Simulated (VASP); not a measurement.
# TaN (P3m1) in VASP: further runs

Runs on TaN. Level: LDA. Tasks: single point.

Program: VASP 6.6.1. These are calculated values, not measurements. Logs are shortened: lines on timing, memory, paths and dates and some standing lists are left out, and cuts for length are marked.

### 1 The cell of the first run

It takes space group P3m1 (No. 156, trigonal). The conventional cell has a = 2.938 Å, b = 2.938 Å, c = 2.883 Å, α = 90.00°, β = 90.00°, γ = 120.00°. Ta (site symmetry 3m) has 6 N at 2.11 to 2.35 Å and 8 Ta at 2.88 to 2.94 Å within 3.0 Å. N (site symmetry 3m) has 6 Ta at 2.11 to 2.35 Å and 8 N at 2.88 to 2.94 Å within 3.0 Å.

### 2 Single point, LDA (all N atoms moved +0.188 Å, as atom 2 along Cartesian [0 0 1])

Contents of INCAR:

```
ALGO = Normal ; EDIFF = 1E-6
ENCUT = 700 ; GGA_COMPAT = F
ISIF = 2 ; ISMEAR = 0
LASPH = T ; LCHARG = F
LREAL = F ; LWAVE = F
NBANDS = 16 ; NELM = 120
PREC = Accurate ; SIGMA = 0.15
```

Contents of KPOINTS:

```
k-points
0
Gamma
  18 18 16
```

Contents of POSCAR:

```
TaN
1.0
    2.9379988584      0.0000000000      0.0000000000
   -1.4689994292      2.5443816477      0.0000000000
    0.0000000000      0.0000000000      2.8830000000
Ta N
1 1
Direct
    0.3333333333      0.6666666667      0.5000000000
    0.0000000000      0.0000000000      0.0650364204
```

Potentials or basis: VASP PAW LDA potentials, release 64 (Ta_sv_GW, N).

Started as:

```console
$ cat potpaw_LDA.64/Ta_sv_GW/POTCAR potpaw_LDA.64/N/POTCAR > POTCAR
$ mpirun -np 1 vasp_std > vasp.out
```

OUTCAR:

```text
EDIFF = 1E-6
   ENCUT = 700
   ISIF = 2
   ISMEAR = 0
   LASPH = T
   LREAL = F
   NELM = 120
   PREC = Accurate

 ion  position               nearest neighbor table
   1  0.333  0.667  0.500-   2 2.11   2 2.11   2 2.11   2 2.35   2 2.35   2 2.35
   2  0.000  0.000  0.065-   1 2.11   1 2.11   1 2.11   1 2.35   1 2.35   1 2.35

  LATTYP: Found a hexagonal cell.
 ALAT       =     2.9379988584
 C/A-ratio  =     0.9812801635

  Lattice vectors:

 A1 = (   2.9379988584,   0.0000000000,   0.0000000000)
 A2 = (  -1.4689994292,   2.5443816477,   0.0000000000)
 A3 = (   0.0000000000,   0.0000000000,   2.8830000000)

Analysis of symmetry for initial positions (statically):
=====================================================================
 Subroutine PRICEL returns:
 Original cell was already a primitive cell.

 Routine SETGRP: Setting up the symmetry group for a
 hexagonal supercell.

 Subroutine GETGRP returns: Found  6 space group operations
 (whereof  6 operations were pure point group operations)
 out of a pool of 24 trial point group operations.

The static configuration has the point symmetry C_3v.

Analysis of symmetry for dynamics (positions and initial velocities):
=====================================================================
 Subroutine PRICEL returns:
 Original cell was already a primitive cell.

 Routine SETGRP: Setting up the symmetry group for a
 hexagonal supercell.

 Subroutine GETGRP returns: Found  6 space group operations
 (whereof  6 operations were pure point group operations)
 out of a pool of 24 trial point group operations.

The dynamic configuration has the point symmetry C_3v.

 Subroutine INISYM returns: Found  6 space group operations
 (whereof  6 operations are pure point group operations),
 and found     1 'primitive' translations

----------------------------------------------------------------------------------------

                                     Primitive cell

  volume of cell :      21.5516

  direct lattice vectors                    reciprocal lattice vectors
     2.937998858  0.000000000  0.000000000     0.340367729  0.196511400  0.000000000
    -1.468999429  2.544381648  0.000000000     0.000000000  0.393022800  0.000000000
     0.000000000  0.000000000  2.883000000     0.000000000  0.000000000  0.346860909

  length of vectors
     2.937998858  2.937998858  2.883000000     0.393022800  0.393022800  0.346860909

  position of ions in fractional coordinates (direct lattice)
     0.333333333  0.666666667  0.500000000
[... 78 lines left out ...]
   EDIFF  = 0.1E-05   stopping-criterion for ELM
   LREAL  =      F    real-space projection
   EDIFFG = 0.1E-04   stopping-criterion for IOM
   NSW    =      0    number of steps for IOM
   IBRION =     -1    ionic relax: 0-MD 1-quasi-New 2-CG
   NFREE  =      0    steps in history (QN), initial steepest desc. (CG)
   ISIF   =      2    stress and relaxation
   ISYM   =      2    0-nonsym 1-usesym 2-fastsym
   POTIM  = 0.5000    time-step for ionic-motion
   TEBEG  =    0.0;   TEEND  =   0.0 temperature during run
   PSTRESS=    0.0 pullay stress
   NELECT =      18.0000    total number of electrons
   NUPDOWN=      -1.0000    fix difference up-down
   EMIN   =  10.00;   EMAX   =-10.00  energy-range for DOS
   EFERMI =   0.00;   METHOD = LEGACY
   ISMEAR =     0;   SIGMA  =   0.15  broadening in eV -4-tet -1-fermi 0-gaus
   EFERMI_NEDOS =   21; number of points for ismear=-14 and -15
   IALGO  =     38    algorithm
   IMIX   =      4    mixing-type and parameters
     AMIX     =   0.40;   BMIX     =  1.00
     AMIX_MAG =   1.60;   BMIX_MAG =  1.00
  volume/ion in A,a.u.               =      10.78        72.72
  Fermi-wavevector in a.u.,A,eV,Ry     =   1.541722  2.913433 32.339793  2.376908
  Thomas-Fermi vector in A             =   2.647628
   LORBIT       =      0    0 simple, 1 ext, 2 COOP (PROOUT), +10 PAW based schemes
   GGA     = CA    functional components
   LHFCALC =     F    Hartree Fock is set to
   AEXX    =    0.0000 exact exchange contribution
   IVDW    =     0    specifies the selected vdW correction
   LEPSILON=     F    determine dielectric tensor
   LRPA    =     F    only Hartree local field effects (RPA)
 non-spin polarized calculation
 Gauss-broadening in eV      SIGMA  =   0.15
  energy-cutoff  :      700.00
  volume of cell :       21.55
 maximum number of plane-waves:       930
 NGX is ok and might be reduce to    28
   NGX = 13   NGY = 13   NGZ = 13

 number of electron      17.9999999 magnetization

 Free energy of the ion-electron system (eV)
  ---------------------------------------------------
  ext. energy  EPLUGINS =         0.00000000
  ---------------------------------------------------
  free energy    TOTEN  =       -26.96490620 eV

  energy without entropy =      -26.96407458  energy(sigma->0) =      -26.96449039

 E-fermi :  12.2137     XC(G=0): -13.9557

 val. band max:       12.1848783792   @ k =   0.0000   0.0000   0.4375
 cond. band min:      12.2180905987   @ k =   0.0556   0.0000   0.3125
 fundamental gap:      0.0332122195
 Fermi energy:        12.2137342338

 k-point     1 :       0.0000    0.0000    0.0000
  band No.  band energies     occupation
      1     -55.9105      2.00000
      2     -22.4441      2.00000
      3     -22.1914      2.00000
      4     -22.1914      2.00000
      5      -5.3792      2.00000
      6       7.0532      2.00000
[... 433 lines left out ...]
      3     -22.5076      2.00000
      4     -22.2924      2.00000
      5      -3.1034      2.00000
      6       4.1188      2.00000
[... 8 lines left out ...]
     15      24.4142      0.00000
     16      27.3628      0.00000

 [... further k-points ...]

------------------------ aborting loop because EDIFF is reached ----------------------------------------

  FORCE on cell =-STRESS in cart. coord.  units (eV):
  Direction    XX          YY          ZZ          XY          YZ          ZX
  --------------------------------------------------------------------------------------
  -------------------------------------------------------------------------------------
  Total       -0.4452012     -0.4452012     -0.3859539      0.0000000      0.0000000      0.0000000
  in kB      -33.0969848    -33.0969848    -28.6924383      0.0000000      0.0000000      0.0000000
  external PRESSURE =     -31.6288026 kB  Pullay stress =       0.0000000 kB

 VOLUME and BASIS-vectors are now :
 -----------------------------------------------------------------------------
  energy-cutoff  :      700.00
  volume of cell :       21.55
      direct lattice vectors                 reciprocal lattice vectors
     2.937998858  0.000000000  0.000000000     0.340367729  0.196511400  0.000000000
    -1.468999429  2.544381648  0.000000000     0.000000000  0.393022800  0.000000000
     0.000000000  0.000000000  2.883000000     0.000000000  0.000000000  0.346860909

 POSITION                                       TOTAL-FORCE (eV/Angst)
 -----------------------------------------------------------------------------------
     -0.00000      1.69625      1.44150         0.000000      0.000000      2.713725
      0.00000      0.00000      0.18750        -0.000000     -0.000000     -2.713725
 -----------------------------------------------------------------------------------
    total drift:                                0.000000     -0.000000     -0.000029

  FREE ENERGIE OF THE ION-ELECTRON SYSTEM (eV)
  ---------------------------------------------------
  free  energy   TOTEN  =       -26.9649062005 eV

  energy  without entropy=      -26.9640745838  energy(sigma->0) =      -26.96449039
```

OSZICAR:

```text
N       E                     dE             d eps       ncg     rms          rms(c)
DAV:   1     0.124921755478E+03    0.12492E+03   -0.12927E+04 16760   0.142E+03
DAV:   2    -0.247084061290E+02   -0.14963E+03   -0.14421E+03 23400   0.337E+02
DAV:   3    -0.305129275719E+02   -0.58045E+01   -0.57972E+01 20160   0.613E+01
DAV:   4    -0.306681298007E+02   -0.15520E+00   -0.15520E+00 23752   0.708E+00
DAV:   5    -0.306716046722E+02   -0.34749E-02   -0.34749E-02 20376   0.751E-01    0.565E+01
DAV:   6    -0.271796591176E+02    0.34919E+01   -0.75940E+00 17664   0.235E+01    0.590E+01
DAV:   7    -0.270298395927E+02    0.14982E+00   -0.44401E-01 17344   0.540E+00    0.266E+01
DAV:   8    -0.269681515977E+02    0.61688E-01   -0.14547E-01 20888   0.287E+00    0.636E+00
DAV:   9    -0.269651390213E+02    0.30126E-02   -0.76229E-03 20952   0.819E-01    0.323E-01
DAV:  10    -0.269649226636E+02    0.21636E-03   -0.15009E-03 17408   0.382E-01    0.182E-01
DAV:  11    -0.269649120230E+02    0.10641E-04   -0.88686E-05 20248   0.974E-02    0.190E-01
DAV:  12    -0.269649065233E+02    0.54996E-05   -0.10886E-05 19608   0.292E-02    0.249E-02
DAV:  13    -0.269649062005E+02    0.32280E-06   -0.13688E-06 14696   0.924E-03
   1 F= -.26964906E+02 E0= -.26964490E+02  d E =-.831617E-03
```

stdout:

```text
POSCAR found type information on POSCAR TaN
 POSCAR found :  2 types and       2 ions
 scaLAPACK will be used
 LDA part: xc-table for (Slater(with rela. corr.)+CA(PZ))
 , standard interpolation
 POSCAR, INCAR and KPOINTS ok, starting setup
 FFT: planning ... GRIDC
 FFT: planning ... GRID_SOFT
 FFT: planning ... GRID
 WAVECAR not read
 entering main loop
```

It took 3.3 min on 1 thread of Intel Xeon Platinum 8259CL at 2.50GHz (Skylake/Cascade Lake), shared host; peak memory 0.41 GiB.

Results:

```yaml
Free_energy: -26.9649 eV
Pressure: -3.2 GPa
Largest_force: 2.714 eV/Å
Band_gap_on_the_k_mesh: zero (bands 9 and 10 overlap by 0.42 eV)
```

Forces in eV/Å, atoms in the order of the input:
```
Ta   0.000  0.000  2.714
N    0.000  0.000 -2.714
```

Levels at points of the mesh, in eV from the Fermi level:
```
           k point  band 6  band 7  band 8  band 9  band 10  band 11  band 12  band 13
(0.00, 0.00, 0.00)   -5.16   -4.86   -4.86   -1.91     2.24     3.10     3.10     4.57
(0.50, 0.00, 0.00)   -8.28   -5.26   -3.45   -3.34     3.15     3.71     4.22     5.21
(0.00, 0.00, 0.50)   -9.34   -4.15   -4.15   -0.06    -0.06     2.59     3.44     3.44
(0.50, 0.00, 0.50)   -7.58   -6.03   -5.82   -0.29     3.99     5.10     6.01     7.05
```

Caveat: the cell differs from its parent crystal (all N atoms moved +0.188 Å, as atom 2 along Cartesian [0 0 1]); the cell stands under tension; spin-orbit coupling is left out, which moves the levels of the heavy elements; forces of over 1 eV/Å act on the atoms, so gaps and moduli don't describe the material at rest.

### 3 Single point, LDA (all N atoms moved +0.225 Å, as atom 2 along Cartesian [0 0 1])

Contents of INCAR:

```
  PREC = Accurate
  ENCUT = 700
  EDIFF = 1E-6
  ISMEAR = 0
  SIGMA = 0.15
  LREAL = F
  LASPH = T
  NELM = 120
  ALGO = Normal
  ISIF = 2
  LWAVE = F
  LCHARG = F
  NBANDS = 16
  GGA_COMPAT = F
```

Contents of KPOINTS:

```
regular mesh
0
Gamma
  18 18 16
```

Changes to POSCAR since step 2:

```diff
@@ -9,2 +9,2 @@
     0.3333333333      0.6666666667      0.5000000000
-    0.0000000000      0.0000000000      0.0650364204
+    0.0000000000      0.0000000000      0.0780437045
```

Potentials or basis: VASP PAW LDA potentials, release 64 (Ta_sv_GW, N).

Started as:

```console
$ cat potpaw_LDA.64/Ta_sv_GW/POTCAR potpaw_LDA.64/N/POTCAR > POTCAR
$ mpirun -np 1 vasp_std > vasp.out
```

It took 2.3 min on 1 thread of Intel Xeon Platinum 8488C (Sapphire Rapids), shared host; peak memory 0.41 GiB.

The run converged. Its results:

```yaml
Free_energy: -26.8516 eV
Pressure: 0.1 GPa
Largest_force: 3.331 eV/Å
Band_gap_on_the_k_mesh: zero (bands 9 and 10 overlap by 0.42 eV)
```

Forces on the atoms (eV/Å):
```
Ta   0.000  0.000  3.331
N    0.000  0.000 -3.331
```

Stress tensor (GPa, compression positive):
```
-0.09  0.00  0.00
 0.00 -0.09  0.00
 0.00  0.00  0.40
```

Levels at points of the mesh, in eV from the Fermi level:
```csv
k point,band 7,band 8,band 9,band 10,band 11,band 12
"(0.00, 0.00, 0.00)",-5.02,-5.02,-1.66,2.18,2.98,2.98
"(0.50, 0.00, 0.00)",-5.31,-3.59,-3.30,3.21,3.53,3.93
"(0.00, 0.00, 0.50)",-4.34,-4.34,-0.06,-0.06,2.64,3.50
"(0.50, 0.00, 0.50)",-6.01,-5.90,-0.33,3.90,4.98,5.97
```

Caveat: the cell differs from its parent crystal (all N atoms moved +0.225 Å, as atom 2 along Cartesian [0 0 1]); spin-orbit coupling is left out, which moves the levels of the heavy elements; forces of over 1 eV/Å act on the atoms, so gaps and moduli don't describe the material at rest.

The gap in the log of VASP goes by the Fermi energy; the results here count the filled bands.